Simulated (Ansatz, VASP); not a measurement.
## One calculation of YCu, two programs

```
CELL_PARAMETERS angstrom
3.45812 0.00000 0.00000
0.00000 3.45812 0.00000
0.00000 0.00000 3.45812
ATOMIC_POSITIONS crystal
Y 0.00000 0.00000 0.00000
Cu 0.50000 0.50000 0.50000
```

Alike in both runs: task single point; functional PBEsol; k mesh 9 × 9 × 9; occupations fermi-dirac, width 0.05 eV; no spin polarisation.

|  | VASP | Ansatz |
| --- | --- | --- |
| version | VASP 6.6.1 | Ansatz 0.2.0 |
| potentials or method | VASP PAW PBE potentials, release 64 (Y_sv, Cu), cutoff 520 eV | all-electron LAPW, scalar-relativistic |

|  | VASP | Ansatz | Ansatz less VASP |
| --- | --- | --- | --- |
| pressure (GPa) | -2.3 | -2.3 | +0.01 |

VASP's potentials were made for PBE, not for PBEsol. Ansatz ran all-electron here, and VASP with PAW potentials.
